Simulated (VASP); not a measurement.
# P (P6_3/mmc) in VASP: a series of runs

P is run at these levels: PBEsol; tasks: single point.

All numbers are computed with VASP 6.6.1; they aren't measurements. Logs are shortened: lines on timing, memory, paths and dates and some standing lists are left out, and cuts for length are marked.

### Step 1. The cell of the first run

It takes space group P6_3/mmc (No. 194, hexagonal). The conventional cell has a = 2.049 Å, b = 2.049 Å, c = 3.448 Å, α = 90.00°, β = 90.00°, γ = 120.00°. P (site symmetry -6m2) has 12 P at 2.05 to 2.09 Å within 2.7 Å.

This isn't the form of P at room conditions, which is orthorhombic.

### Step 2. Single point, PBEsol (6.27 Å³/atom)

POSCAR reads:

```
P
1.0
    2.0487559573      0.0000000000      0.0000000000
   -1.0243779786      1.7742747052      0.0000000000
    0.0000000000      0.0000000000      3.4480677790
P
2
Direct
    0.3333333333      0.6666666667      0.2500000000
    0.6666666667      0.3333333333      0.7500000000
```

INCAR.step1 reads:

```
PREC = Accurate
ENCUT = 400
EDIFF = 1E-6
ISMEAR = -1
SIGMA = 0.08
LREAL = F
LASPH = T
NELM = 120
ALGO = Normal
ISIF = 2
LWAVE = F
LCHARG = T
GGA = PS
NBANDS = 12
GGA_COMPAT = F
NEDOS = 2001
LORBIT = 11
```

KPOINTS.step1 reads:

```
Automatic mesh
0
Gamma
  16 16 9
```

INCAR.step2 reads:

```
PREC = Accurate
ENCUT = 400
EDIFF = 1E-6
ISMEAR = -5
SIGMA = 0.08
LREAL = F
LASPH = T
NELM = 120
ALGO = Normal
ISIF = 2
LWAVE = F
LCHARG = F
GGA = PS
LORBIT = 11
NBANDS = 12
NEDOS = 2001
ICHARG = 11
GGA_COMPAT = F
```

KPOINTS.step2 reads:

```
Automatic mesh
0
Gamma
  24 24 14
```

Potentials or basis: VASP PAW PBE potentials, release 64 (P).

On the command line:

```console
$ cat potpaw_PBE.64/P/POTCAR > POTCAR
$ cp INCAR.step1 INCAR
$ cp KPOINTS.step1 KPOINTS
$ mpirun -np 1 vasp_std > vasp.out
$ cp INCAR.step2 INCAR
$ cp KPOINTS.step2 KPOINTS
$ mpirun -np 1 vasp_std > vasp.out
```

OUTCAR:

```text
PREC = Accurate
   ENCUT = 400
   EDIFF = 1E-6
   ISMEAR = -5
   LREAL = F
   LASPH = T
   NELM = 120
   ISIF = 2
   GGA = PS
   LORBIT = 11
   ICHARG = 11

 ion  position               nearest neighbor table
   1  0.333  0.667  0.250-   2 2.09   2 2.09   2 2.09   2 2.09   2 2.09   2 2.09   2 2.93   2 2.93
                             2 2.93   2 2.93   2 2.93   2 2.93
   2  0.667  0.333  0.750-   1 2.09   1 2.09   1 2.09   1 2.09   1 2.09   1 2.09   1 2.93   1 2.93
                             1 2.93   1 2.93   1 2.93   1 2.93

  LATTYP: Found a hexagonal cell.
 ALAT       =     2.0487559573
 C/A-ratio  =     1.6830056146

  Lattice vectors:

 A1 = (   2.0487559573,   0.0000000000,   0.0000000000)
 A2 = (  -1.0243779786,   1.7742747052,   0.0000000000)
 A3 = (   0.0000000000,   0.0000000000,   3.4480677790)

Analysis of symmetry for initial positions (statically):
=====================================================================
 Subroutine PRICEL returns:
 Original cell was already a primitive cell.

 Routine SETGRP: Setting up the symmetry group for a
 hexagonal supercell.

 Subroutine GETGRP returns: Found 24 space group operations
 (whereof 12 operations were pure point group operations)
 out of a pool of 24 trial point group operations.

The static configuration has the point symmetry D_3d.
 The point group associated with its full space group is D_6h.

Analysis of symmetry for dynamics (positions and initial velocities):
=====================================================================
 Subroutine PRICEL returns:
 Original cell was already a primitive cell.

 Routine SETGRP: Setting up the symmetry group for a
 hexagonal supercell.

 Subroutine GETGRP returns: Found 24 space group operations
 (whereof 12 operations were pure point group operations)
 out of a pool of 24 trial point group operations.

The dynamic configuration has the point symmetry D_3d.
 The point group associated with its full space group is D_6h.

 Subroutine INISYM returns: Found 24 space group operations
 (whereof 12 operations are pure point group operations),
 and found     1 'primitive' translations

----------------------------------------------------------------------------------------

                                     Primitive cell

  volume of cell :      12.5339

  direct lattice vectors                    reciprocal lattice vectors
     2.048755957  0.000000000  0.000000000     0.488101082  0.281805291  0.000000000
    -1.024377979  1.774274705  0.000000000     0.000000000  0.563610582  0.000000000
     0.000000000  0.000000000  3.448067779     0.000000000  0.000000000  0.290017501

  length of vectors
     2.048755957  2.048755957  3.448067779     0.563610582  0.563610582  0.290017501

  position of ions in fractional coordinates (direct lattice)
     0.333333333  0.666666667  0.250000000
     0.666666667  0.333333333  0.750000000

  ion indices of the primitive-cell ions
   primitive index   ion index
                 1           1
                 2           2

----------------------------------------------------------------------------------------

 KPOINTS: Automatic mesh

Automatic generation of k-mesh.
 Grid dimensions read from file:
 generate k-points for:   24   24   14

 Generating k-lattice:

  Cartesian coordinates                     Fractional coordinates (reciprocal lattice)
     0.020337545  0.011741887  0.000000000     0.041666667  0.000000000  0.000000000
     0.000000000  0.023483774  0.000000000     0.000000000  0.041666667  0.000000000
     0.000000000  0.000000000  0.020715536     0.000000000  0.000000000  0.071428571

  Length of vectors
     0.023483774  0.023483774  0.020715536

  Shift w.r.t. Gamma in fractional coordinates (k-lattice)
     0.000000000  0.000000000  0.000000000

 TETIRR: Found   8183 inequivalent tetrahedra from    48384

 Subroutine IBZKPT returns following result:
 ===========================================

 Found    488 irreducible k-points:

 Following reciprocal coordinates:
            Coordinates               Weight
  0.000000  0.000000  0.000000      1.000000
  0.041667  0.000000  0.000000      6.000000
  0.083333  0.000000  0.000000      6.000000
  0.125000 -0.000000  0.000000      6.000000
  0.166667 -0.000000  0.000000      6.000000
  0.208333 -0.000000  0.000000      6.000000
[... 16 lines left out ...]
  0.416667  0.041667  0.000000     12.000000
  0.458333  0.041667  0.000000     12.000000
 [... further k-points ...]
   k-points           NKPTS =    488   k-points in BZ     NKDIM =    488   number of bands    NBANDS=     12
   number of dos      NEDOS =   2001   number of ions     NIONS =      2
   total plane-waves  NPLWV =   4704
   dimension x,y,z NGX =    14 NGY =   14 NGZ =   24
   dimension x,y,z NGXF=    28 NGYF=   28 NGZF=   48
   ions per type =               2
   NGX,Y,Z   is equivalent  to a cutoff of  11.36, 11.36, 11.57 a.u.
   NGXF,Y,Z  is equivalent  to a cutoff of  22.72, 22.72, 23.14 a.u.
 SYSTEM =  unknown system
   PREC   = accura    normal or accurate (medium, high low for compatibility)
   ISTART =      0    job   : 0-new  1-cont  2-samecut
   ICHARG =     11    charge: 1-file 2-atom 10-const
   ISPIN  =      1    spin polarized calculation?
   LNONCOLLINEAR =      F non collinear calculations
   LSORBIT =      F    spin-orbit coupling
   LASPH  =      T    aspherical Exc in radial PAW
   ENCUT  =  400.0 eV  29.40 Ry    5.42 a.u.   3.34  3.34  5.62*2*pi/ulx,y,z
   NELM   =    120;   NELMIN=  2; NELMDL=  0     # of ELM steps
   EDIFF  = 0.1E-05   stopping-criterion for ELM
   LREAL  =      F    real-space projection
   EDIFFG = 0.1E-04   stopping-criterion for IOM
   NSW    =      0    number of steps for IOM
   IBRION =     -1    ionic relax: 0-MD 1-quasi-New 2-CG
   NFREE  =      0    steps in history (QN), initial steepest desc. (CG)
   ISIF   =      2    stress and relaxation
   ISYM   =      2    0-nonsym 1-usesym 2-fastsym
   POTIM  = 0.5000    time-step for ionic-motion
   TEBEG  =    0.0;   TEEND  =   0.0 temperature during run
   PSTRESS=    0.0 pullay stress
   NELECT =      10.0000    total number of electrons
   NUPDOWN=      -1.0000    fix difference up-down
   EMIN   =  10.00;   EMAX   =-10.00  energy-range for DOS
   EFERMI =   0.00;   METHOD = LEGACY
   ISMEAR =    -5;   SIGMA  =   0.08  broadening in eV -4-tet -1-fermi 0-gaus
   EFERMI_NEDOS =   21; number of points for ismear=-14 and -15
   IALGO  =     38    algorithm
   IMIX   =      4    mixing-type and parameters
     AMIX     =   0.40;   BMIX     =  1.00
     AMIX_MAG =   1.60;   BMIX_MAG =  1.00
  volume/ion in A,a.u.               =       6.27        42.29
  Fermi-wavevector in a.u.,A,eV,Ry     =   1.518376  2.869314 31.367746  2.305464
  Thomas-Fermi vector in A             =   2.627505
   LORBIT       =     11    0 simple, 1 ext, 2 COOP (PROOUT), +10 PAW based schemes
   GGA     = PS    functional components
   LHFCALC =     F    Hartree Fock is set to
   AEXX    =    0.0000 exact exchange contribution
   IVDW    =     0    specifies the selected vdW correction
   LEPSILON=     F    determine dielectric tensor
   LRPA    =     F    only Hartree local field effects (RPA)
 non-spin polarized calculation
 Fermi weights with tetrahedron method with Bloechl corrections
  energy-cutoff  :      400.00
  volume of cell :       12.53
 maximum number of plane-waves:       245
 NGX is ok and might be reduce to    14

 number of electron      10.0000000 magnetization

 Free energy of the ion-electron system (eV)
  ---------------------------------------------------
  ext. energy  EPLUGINS =         0.00000000
  ---------------------------------------------------
  free energy    TOTEN  =        -0.78270734 eV

  energy without entropy =       -0.78270734  energy(sigma->0) =       -0.78270734

 E-fermi :  26.5840     XC(G=0): -15.4692

 val. band max:       26.7791736609   @ k =   0.1250   0.1250   0.2143
 cond. band min:      26.2914080505   @ k =   0.2500   0.2500   0.2143
 fundamental gap:     -0.4877656104
 Fermi energy:        26.5839743424

 k-point     1 :       0.0000    0.0000    0.0000
  band No.  band energies     occupation
      1      -1.8829      2.00000
      2       9.0920      2.00000
      3      10.3107      2.00000
      4      38.3056      0.00000
      5      38.3056      0.00000
      6      38.4259      0.00000
      7      38.5485      0.00000
      8      38.5485      0.00000
      9      43.6842      0.00000
     10      45.9194      0.00000
     11      47.0174      0.00000
     12      47.1425      0.00000

 k-point     2 :       0.0417    0.0000    0.0000
  band No.  band energies     occupation
      1      -1.8049      2.00000
      2       9.1641      2.00000
      3      10.3831      2.00000
      4      36.0953      0.00000
      5      36.9790      0.00000
      6      38.2304      0.00000
      7      39.7811      0.00000
      8      39.9694      0.00000
      9      43.7158      0.00000
     10      46.0516      0.00000
     11      46.1253      0.00000
     12      46.7000      0.00000

 k-point     3 :       0.0833    0.0000    0.0000
  band No.  band energies     occupation
      1      -1.5710      2.00000
      2       9.3804      2.00000
      3      10.5995      2.00000
      4      33.3963      0.00000
      5      35.6576      0.00000
      6      37.4965      0.00000
      7      40.1131      0.00000
      8      41.5148      0.00000
      9      43.3618      0.00000
     10      44.2510      0.00000
     11      44.7102      0.00000
     12      45.7213      0.00000
[... 286 lines left out ...]
 k-point    23 :       0.4167    0.0417    0.0000
  band No.  band energies     occupation
      1       6.5367      2.00000
      2      11.6171      2.00000
      3      17.1043      2.00000
      4      18.8153      2.00000
      5      22.5172      2.00000
      6      23.2690      2.00000
      7      28.8401      0.00000
      8      34.9319      0.00000
      9      37.7989      0.00000
     10      38.8915      0.00000
     11      43.6483      0.00000
     12      45.4899      0.00000

 k-point    24 :       0.4583    0.0417    0.0000
  band No.  band energies     occupation
      1       8.1306      2.00000
      2       9.8624      2.00000
      3      18.5906      2.00000
      4      19.9783      2.00000
      5      20.7356      2.00000
      6      21.8477      2.00000
      7      28.6568      0.00000
      8      34.7818      0.00000
      9      37.6453      0.00000
     10      38.7934      0.00000
     11      43.6176      0.00000
     12      45.3700      0.00000

 [... further k-points ...]

------------------------ aborting loop because EDIFF is reached ----------------------------------------

  FORCE on cell =-STRESS in cart. coord.  units (eV):
  Direction    XX          YY          ZZ          XY          YZ          ZX
  --------------------------------------------------------------------------------------
  -------------------------------------------------------------------------------------
  Total       29.9780271     29.9780271     28.6831771      0.0000000      0.0000000      0.0000000
  in kB     3832.0109866   3832.0109867   3666.4937746      0.0000001      0.0000000      0.0000000
  external PRESSURE =    3776.8385826 kB  Pullay stress =       0.0000000 kB

 VOLUME and BASIS-vectors are now :
 -----------------------------------------------------------------------------
  energy-cutoff  :      400.00
  volume of cell :       12.53
      direct lattice vectors                 reciprocal lattice vectors
     2.048755957  0.000000000  0.000000000     0.488101082  0.281805291  0.000000000
    -1.024377979  1.774274705  0.000000000     0.000000000  0.563610582  0.000000000
     0.000000000  0.000000000  3.448067779     0.000000000  0.000000000  0.290017501

 POSITION                                       TOTAL-FORCE (eV/Angst)
 -----------------------------------------------------------------------------------
     -0.00000      1.18285      0.86202        -0.000000     -0.000000     -0.000000
      1.02438      0.59142      2.58605         0.000000      0.000000      0.000000
 -----------------------------------------------------------------------------------
    total drift:                               -0.000000      0.000000     -0.000000

  FREE ENERGIE OF THE ION-ELECTRON SYSTEM (eV)
  ---------------------------------------------------
  free  energy   TOTEN  =        -0.7827073395 eV

  energy  without entropy=       -0.7827073395  energy(sigma->0) =       -0.78270734

 total charge

# of ion       s       p       d       tot
------------------------------------------
    1        1.046   1.760   0.000   2.805
    2        1.046   1.760   0.000   2.805
--------------------------------------------------
tot          2.091   3.519   0.000   5.611
```

It took 49 s on 1 thread of AMD EPYC 7R43 (Zen 3), shared host; peak memory 0.13 GiB.

Results:

| Quantity | Value |
| --- | --- |
| Valence electrons inside the program's atomic spheres | P 2.81 |

Levels at points of the mesh, in eV from the Fermi level:
| k point | band 1 | band 2 | band 3 | band 4 | band 5 | band 6 | band 7 | band 8 | band 9 | band 10 |
| --- | --- | --- | --- | --- | --- | --- | --- | --- | --- | --- |
| (0.00, 0.00, 0.00) | -28.47 | -17.49 | -16.27 | 11.72 | 11.72 | 11.84 | 11.96 | 11.96 | 17.10 | 19.34 |
| (0.50, 0.00, 0.00) | -17.80 | -17.50 | -7.61 | -6.38 | -6.32 | -4.99 | 2.81 | 7.18 | 12.04 | 13.31 |
| (0.00, 0.00, 0.50) | -25.51 | -25.51 | -3.18 | -3.18 | 13.01 | 13.01 | 13.01 | 13.01 | 16.15 | 16.15 |
| (0.50, 0.00, 0.50) | -15.85 | -15.85 | -13.49 | -13.49 | 4.31 | 4.31 | 5.22 | 5.22 | 7.33 | 7.33 |

Caveat: the PAW data sets were made with another functional, which shifts forces and pressure a little; tetrahedron occupations give inexact forces and stress in metals.

### Step 3. Single point, PBEsol (8.45 Å³/atom)

This run uses another cell than the first one, of 8.45 Å³/atom.

POSCAR reads:

```
P
1.0
    2.3828181145      0.0000000000      0.0000000000
   -1.1914090572      2.0635810197      0.0000000000
    0.0000000000      0.0000000000      3.4382227133
P
2
Direct
    0.3333333333      0.6666666667      0.2500000000
    0.6666666667      0.3333333333      0.7500000000
```

INCAR.step1 reads:

```
SYSTEM = P
  PREC = Accurate
  ENCUT = 520
  EDIFF = 1E-6
  ISMEAR = -1
  SIGMA = 0.08
  LREAL = .FALSE.
  LASPH = .TRUE.
  NELM = 60
  ALGO = Normal
  ISIF = 2
  LWAVE = .FALSE.
  LCHARG = .TRUE.
  GGA = PS
  NBANDS = 12
```

KPOINTS.step1 reads:

```
regular mesh
0
G
  16 16 9
  0 0 0
```

INCAR.step2 reads:

```
SYSTEM = P
  PREC = Accurate
  ENCUT = 520
  EDIFF = 1E-6
  ISMEAR = -5
  SIGMA = 0.08
  LREAL = .FALSE.
  LASPH = .TRUE.
  NELM = 60
  ALGO = Normal
  ISIF = 2
  LWAVE = .FALSE.
  LCHARG = .FALSE.
  GGA = PS
  LORBIT = 11
  NBANDS = 12
  NEDOS = 1001
  ICHARG = 11
```

KPOINTS.step2 reads:

```
regular mesh
0
G
  24 24 14
  0 0 0
```

Potentials or basis: VASP PAW PBE potentials, release 64 (P).

On the command line:

```console
$ cat potpaw_PBE.64/P/POTCAR > POTCAR
$ cp INCAR.step1 INCAR
$ cp KPOINTS.step1 KPOINTS
$ mpirun -np 1 vasp_std > vasp.out
$ cp INCAR.step2 INCAR
$ cp KPOINTS.step2 KPOINTS
$ mpirun -np 1 vasp_std > vasp.out
```

Run time: 70 s. Hardware: 1 thread of Intel Xeon 8259CL, shared host; peak memory 0.19 GiB.

It converged, with:

```
Valence electrons inside the program's atomic spheres : P 2.57
```

Levels at points of the mesh, in eV from the Fermi level:
```csv
k point,band 1,band 2,band 3,band 4,band 5,band 6,band 7,band 8,band 9,band 10
"(0.00, 0.00, 0.00)",-23.24,-12.25,-10.56,5.70,5.70,7.95,7.95,12.52,13.44,15.70
"(0.50, 0.00, 0.00)",-15.45,-14.56,-5.51,-3.31,-2.86,-2.30,-0.59,3.10,9.91,10.01
"(0.00, 0.00, 0.50)",-20.24,-20.24,2.51,2.51,8.19,8.19,8.19,8.19,10.83,10.83
"(0.50, 0.00, 0.50)",-12.73,-12.73,-11.44,-11.44,2.04,2.04,5.12,5.12,9.51,9.51
```

Caveat: the PAW data sets were made with another functional, which shifts forces and pressure a little; tetrahedron occupations give inexact forces and stress in metals.
